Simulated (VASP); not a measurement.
# Ti2C (Fd-3m) in VASP: single point with r2SCAN

Aim: the single point of Ti2C with r2SCAN.

Program: VASP 6.6.1. These are calculated values, not measurements. Logs are shortened: lines on timing, memory, paths and dates and some standing lists are left out, and cuts for length are marked.

## (1) The cell of the first run

The structure is cubic, space group Fd-3m (No. 227). Conventional cell: a = 8.533 Å, b = 8.533 Å, c = 8.533 Å, α = 90.00°, β = 90.00°, γ = 90.00°. Within 2.9 Å of Ti (site symmetry 3m) lie 3 C at 2.09 Å and 3 Ti at 2.89 Å. Within 2.8 Å of C (site symmetry -3m) lie 6 Ti at 2.09 Å.

## (2) Single point, r2SCAN (12.95 Å³/atom)

Input file POSCAR:

```
Ti2C
1.0
    0.0000000000      4.2666261601      4.2666261601
    4.2666261601      0.0000000000      4.2666261601
    4.2666261601      4.2666261601      0.0000000000
Ti C
8 4
Direct
    0.8589081606      0.3803639465      0.3803639465
    0.3803639465      0.3803639465      0.3803639465
    0.3803639465      0.3803639465      0.8589081606
    0.8696360535      0.3910918394      0.8696360535
    0.8696360535      0.8696360535      0.8696360535
    0.3910918394      0.8696360535      0.8696360535
    0.8696360535      0.8696360535      0.3910918394
    0.3803639465      0.8589081606      0.3803639465
    0.6250000000      0.6250000000      0.6250000000
    0.1250000000      0.6250000000      0.6250000000
    0.6250000000      0.6250000000      0.1250000000
    0.6250000000      0.1250000000      0.6250000000
```

Input file INCAR.step1:

```
SYSTEM = Ti2C
  ALGO = Normal
  EDIFF = 1E-4
  ENCUT = 520
  GGA = PE
  ISMEAR = 0
  LASPH = .True.
  LCHARG = .False.
  LREAL = .False.
  LWAVE = .True.
  NBANDS = 68
  NELM = 80
  PREC = Accurate
  SIGMA = 0.1
```

Input file INCAR.step2:

```
SYSTEM = Ti2C
  ALGO = Normal
  EDIFF = 1E-7
  ENCUT = 520
  ISIF = 2
  ISMEAR = 0
  ISTART = 1
  LASPH = .True.
  LCHARG = .False.
  LMIXTAU = .True.
  LREAL = .False.
  LWAVE = .False.
  METAGGA = R2SCAN
  NBANDS = 68
  NELM = 80
  PREC = Accurate
  SIGMA = 0.1
```

Input file KPOINTS:

```
k-points
0
Gamma
  8 8 8
  0 0 0
```

Potentials or basis: VASP PAW PBE potentials, release 64 (Ti_sv, C).

The run is started by

```console
$ cat potpaw_PBE.64/Ti_sv/POTCAR potpaw_PBE.64/C/POTCAR > POTCAR
$ cp INCAR.step1 INCAR
$ mpirun -np 1 vasp_std > vasp.out
$ cp INCAR.step2 INCAR
$ mpirun -np 1 vasp_std > vasp.out
```

OUTCAR:

```text
SYSTEM = Ti2C
   EDIFF = 1E-7
   ENCUT = 520
   ISIF = 2
   ISMEAR = 0
   ISTART = 1
   LASPH = .True.
   LREAL = .False.
   METAGGA = R2SCAN
   NELM = 80
   PREC = Accurate

 ion  position               nearest neighbor table
   1  0.859  0.380  0.380-   9 2.09  11 2.09  12 2.09   2 2.89   3 2.89   8 2.89
   2  0.380  0.380  0.380-  10 2.09  11 2.09  12 2.09   1 2.89   3 2.89   8 2.89
   3  0.380  0.380  0.859-   9 2.09  10 2.09  12 2.09   1 2.89   2 2.89   8 2.89
   4  0.870  0.391  0.870-   9 2.09  10 2.09  11 2.09   5 2.89   6 2.89   7 2.89
   5  0.870  0.870  0.870-  10 2.09  11 2.09  12 2.09   4 2.89   6 2.89   7 2.89
   6  0.391  0.870  0.870-   9 2.09  11 2.09  12 2.09   4 2.89   5 2.89   7 2.89
   7  0.870  0.870  0.391-   9 2.09  10 2.09  12 2.09   4 2.89   5 2.89   6 2.89
   8  0.380  0.859  0.380-   9 2.09  10 2.09  11 2.09   1 2.89   2 2.89   3 2.89
   9  0.625  0.625  0.625-   1 2.09   3 2.09   4 2.09   6 2.09   7 2.09   8 2.09
  10  0.125  0.625  0.625-   2 2.09   5 2.09   4 2.09   3 2.09   7 2.09   8 2.09
  11  0.625  0.625  0.125-   2 2.09   5 2.09   4 2.09   1 2.09   6 2.09   8 2.09
  12  0.625  0.125  0.625-   2 2.09   5 2.09   3 2.09   1 2.09   6 2.09   7 2.09

  LATTYP: Found a face centered cubic cell.
 ALAT       =     8.5332523202

  Lattice vectors:

 A1 = (   0.0000000000,   4.2666261601,   4.2666261601)
 A2 = (   4.2666261601,   0.0000000000,   4.2666261601)
 A3 = (   4.2666261601,   4.2666261601,   0.0000000000)

Analysis of symmetry for initial positions (statically):
=====================================================================
 Subroutine PRICEL returns:
 Original cell was already a primitive cell.

 Routine SETGRP: Setting up the symmetry group for a
 face centered cubic supercell.

 Subroutine GETGRP returns: Found 48 space group operations
 (whereof 24 operations were pure point group operations)
 out of a pool of 48 trial point group operations.

The static configuration has the point symmetry T_d .
 The point group associated with its full space group is O_h .

Analysis of symmetry for dynamics (positions and initial velocities):
=====================================================================
 Subroutine PRICEL returns:
 Original cell was already a primitive cell.

 Routine SETGRP: Setting up the symmetry group for a
 face centered cubic supercell.

 Subroutine GETGRP returns: Found 48 space group operations
 (whereof 24 operations were pure point group operations)
 out of a pool of 48 trial point group operations.

The dynamic configuration has the point symmetry T_d .
 The point group associated with its full space group is O_h .

 Subroutine INISYM returns: Found 48 space group operations
 (whereof 24 operations are pure point group operations),
 and found     1 'primitive' translations

----------------------------------------------------------------------------------------

                                     Primitive cell

  volume of cell :     155.3402

  direct lattice vectors                    reciprocal lattice vectors
     0.000000000  4.266626160  4.266626160    -0.117188613  0.117188613  0.117188613
     4.266626160  0.000000000  4.266626160     0.117188613 -0.117188613  0.117188613
     4.266626160  4.266626160  0.000000000     0.117188613  0.117188613 -0.117188613

  length of vectors
     6.033920581  6.033920581  6.033920581     0.202976631  0.202976631  0.202976631

  position of ions in fractional coordinates (direct lattice)
     0.858908161  0.380363946  0.380363946
     0.380363946  0.380363946  0.380363946
     0.380363946  0.380363946  0.858908161
     0.869636054  0.391091839  0.869636054
     0.869636054  0.869636054  0.869636054
     0.391091839  0.869636054  0.869636054
     0.869636054  0.869636054  0.391091839
     0.380363946  0.858908161  0.380363946
     0.625000000  0.625000000  0.625000000
     0.125000000  0.625000000  0.625000000
     0.625000000  0.625000000  0.125000000
     0.625000000  0.125000000  0.625000000

  ion indices of the primitive-cell ions
   primitive index   ion index
                 1           1
                 2           2
                 3           3
                 4           4
                 5           5
                 6           6
                 7           7
                 8           8
                 9           9
                10          10
                11          11
                12          12

----------------------------------------------------------------------------------------

 KPOINTS: k-points

Automatic generation of k-mesh.
 Grid dimensions read from file:
 generate k-points for:    8    8    8

 Generating k-lattice:

  Cartesian coordinates                     Fractional coordinates (reciprocal lattice)
    -0.014648577  0.014648577  0.014648577     0.125000000  0.000000000  0.000000000
     0.014648577 -0.014648577  0.014648577     0.000000000  0.125000000  0.000000000
     0.014648577  0.014648577 -0.014648577     0.000000000  0.000000000  0.125000000

  Length of vectors
     0.025372079  0.025372079  0.025372079

  Shift w.r.t. Gamma in fractional coordinates (k-lattice)
     0.000000000  0.000000000  0.000000000

 Subroutine IBZKPT returns following result:
 ===========================================

 Found     29 irreducible k-points:

 Following reciprocal coordinates:
            Coordinates               Weight
  0.000000  0.000000  0.000000      1.000000
  0.125000  0.000000  0.000000      8.000000
  0.250000  0.000000  0.000000      8.000000
  0.375000  0.000000  0.000000      8.000000
  0.500000  0.000000  0.000000      4.000000
  0.125000  0.125000  0.000000      6.000000
[... 16 lines left out ...]
  0.500000  0.250000  0.125000     48.000000
 -0.375000  0.250000  0.125000     24.000000
 [... further k-points ...]
   k-points           NKPTS =     29   k-points in BZ     NKDIM =     29   number of bands    NBANDS=     68
   number of dos      NEDOS =    301   number of ions     NIONS =     12
   total plane-waves  NPLWV = 110592
   dimension x,y,z NGX =    48 NGY =   48 NGZ =   48
   dimension x,y,z NGXF=    96 NGYF=   96 NGZF=   96
   ions per type =               8   4
   NGX,Y,Z   is equivalent  to a cutoff of  13.22, 13.22, 13.22 a.u.
   NGXF,Y,Z  is equivalent  to a cutoff of  26.45, 26.45, 26.45 a.u.
 SYSTEM =  Ti2C
   PREC   = accura    normal or accurate (medium, high low for compatibility)
   ISTART =      1    job   : 0-new  1-cont  2-samecut
   ICHARG =      0    charge: 1-file 2-atom 10-const
   ISPIN  =      1    spin polarized calculation?
   LNONCOLLINEAR =      F non collinear calculations
   LSORBIT =      F    spin-orbit coupling
   LASPH  =      T    aspherical Exc in radial PAW
   ENCUT  =  520.0 eV  38.22 Ry    6.18 a.u.  11.22 11.22 11.22*2*pi/ulx,y,z
   NELM   =     80;   NELMIN=  2; NELMDL=  0     # of ELM steps
   EDIFF  = 0.1E-06   stopping-criterion for ELM
   LREAL  =      F    real-space projection
   EDIFFG = 0.1E-05   stopping-criterion for IOM
   NSW    =      0    number of steps for IOM
   IBRION =     -1    ionic relax: 0-MD 1-quasi-New 2-CG
   NFREE  =      0    steps in history (QN), initial steepest desc. (CG)
   ISIF   =      2    stress and relaxation
   ISYM   =      2    0-nonsym 1-usesym 2-fastsym
   POTIM  = 0.5000    time-step for ionic-motion
   TEBEG  =    0.0;   TEEND  =   0.0 temperature during run
   PSTRESS=    0.0 pullay stress
   NELECT =     112.0000    total number of electrons
   NUPDOWN=      -1.0000    fix difference up-down
   EMIN   =  10.00;   EMAX   =-10.00  energy-range for DOS
   EFERMI =   0.00;   METHOD = LEGACY
   ISMEAR =     0;   SIGMA  =   0.10  broadening in eV -4-tet -1-fermi 0-gaus
   EFERMI_NEDOS =   21; number of points for ismear=-14 and -15
   IALGO  =     38    algorithm
   IMIX   =      4    mixing-type and parameters
     AMIX     =   0.40;   BMIX     =  1.00
     AMIX_MAG =   1.60;   BMIX_MAG =  1.00
  volume/ion in A,a.u.               =      12.95        87.36
  Fermi-wavevector in a.u.,A,eV,Ry     =   1.467978  2.774076 29.320007  2.154960
  Thomas-Fermi vector in A             =   2.583531
   LORBIT       =      0    0 simple, 1 ext, 2 COOP (PROOUT), +10 PAW based schemes
   METAGGA = R2SCAN    functional components
   LHFCALC =     F    Hartree Fock is set to
   AEXX    =    0.0000 exact exchange contribution
   IVDW    =     0    specifies the selected vdW correction
   LEPSILON=     F    determine dielectric tensor
   LRPA    =     F    only Hartree local field effects (RPA)
 non-spin polarized calculation
 Gauss-broadening in eV      SIGMA  =   0.10
  energy-cutoff  :      520.00
  volume of cell :      155.34
 maximum number of plane-waves:      4279
 NGX is ok and might be reduce to    48
   NGX = 23   NGY = 23   NGZ = 23

 number of electron     111.9999987 magnetization

 Free energy of the ion-electron system (eV)
  ---------------------------------------------------
  ext. energy  EPLUGINS =         0.00000000
  ---------------------------------------------------
  free energy    TOTEN  =      -152.30277829 eV

  energy without entropy =     -152.28178217  energy(sigma->0) =     -152.29228023

 E-fermi :   8.5908     XC(G=0): -12.8137

 val. band max:        8.5640273964   @ k =   0.2500   0.0000   0.0000
 cond. band min:       8.5968374923   @ k =   0.2500   0.2500   0.0000
 fundamental gap:      0.0328100959
 Fermi energy:         8.5908469994

 k-point     1 :       0.0000    0.0000    0.0000
  band No.  band energies     occupation
      1     -50.4599      2.00000
      2     -50.3719      2.00000
      3     -50.3628      2.00000
      4     -50.3628      2.00000
      5     -50.3628      2.00000
      6     -50.3339      2.00000
[... 60 lines left out ...]
     67      11.7066      0.00000
     68      11.7068      0.00000
[... 1631 lines left out ...]
     67      11.0845      0.00000
     68      11.1830      0.00000

 [... further k-points ...]
[... 5 lines left out ...]
  --------------------------------------------------------------------------------------
  -------------------------------------------------------------------------------------
  Total        5.3874407      5.3874407      5.3874407      0.0000000     -0.0000000      0.0000000
  in kB       55.5660228     55.5660228     55.5660228      0.0000000     -0.0000000      0.0000000
  external PRESSURE =      55.5660228 kB  Pullay stress =       0.0000000 kB

 VOLUME and BASIS-vectors are now :
 -----------------------------------------------------------------------------
  energy-cutoff  :      520.00
  volume of cell :      155.34
      direct lattice vectors                 reciprocal lattice vectors
     0.000000000  4.266626160  4.266626160    -0.117188613  0.117188613  0.117188613
     4.266626160  0.000000000  4.266626160     0.117188613 -0.117188613  0.117188613
     4.266626160  4.266626160  0.000000000     0.117188613  0.117188613 -0.117188613

 POSITION                                       TOTAL-FORCE (eV/Angst)
 -----------------------------------------------------------------------------------
      3.24574      5.28751      5.28751        -0.053157      0.053157      0.053157
      3.24574      3.24574      3.24574        -0.053157     -0.053157     -0.053157
      5.28751      5.28751      3.24574         0.053157      0.053157     -0.053157
      5.37905      7.42082      5.37905        -0.053157      0.053157     -0.053157
      7.42082      7.42082      7.42082         0.053157      0.053157      0.053157
      7.42082      5.37905      5.37905         0.053157     -0.053157     -0.053157
      5.37905      5.37905      7.42082        -0.053157     -0.053157      0.053157
      5.28751      3.24574      5.28751         0.053157     -0.053157      0.053157
      5.33328      5.33328      5.33328         0.000000      0.000000      0.000000
      5.33328      3.19997      3.19997         0.000000      0.000000      0.000000
      3.19997      3.19997      5.33328         0.000000      0.000000      0.000000
      3.19997      5.33328      3.19997         0.000000      0.000000      0.000000
 -----------------------------------------------------------------------------------
    total drift:                                0.000000      0.000000      0.000000

  FREE ENERGIE OF THE ION-ELECTRON SYSTEM (eV)
  ---------------------------------------------------
  free  energy   TOTEN  =      -152.3027782884 eV

  energy  without entropy=     -152.2817821700  energy(sigma->0) =     -152.29228023
```

Wall time 25 min (1 thread of AMD EPYC 9R45 (Zen 5), shared host); peak memory 0.47 GiB.

What came out:

```
Free energy            : -152.3028 eV
Pressure               : 5.6 GPa
Largest force          : 0.092 eV/Å
Band gap on the k mesh : zero (bands 56 and 57 overlap by 0.27 eV)
```

Forces in eV/Å, atoms in the order of the input:
```
Ti  -0.053  0.053  0.053
Ti  -0.053 -0.053 -0.053
Ti   0.053  0.053 -0.053
Ti  -0.053  0.053 -0.053
Ti   0.053  0.053  0.053
Ti   0.053 -0.053 -0.053
Ti  -0.053 -0.053  0.053
Ti   0.053 -0.053  0.053
C    0.000  0.000  0.000
C    0.000  0.000  0.000
C    0.000  0.000  0.000
C    0.000  0.000  0.000
```

Caveat: the cell stands under pressure; the PAW data sets were made with another functional, which shifts forces and pressure a little.

The gap in the log of VASP goes by the Fermi energy; the results here count the filled bands.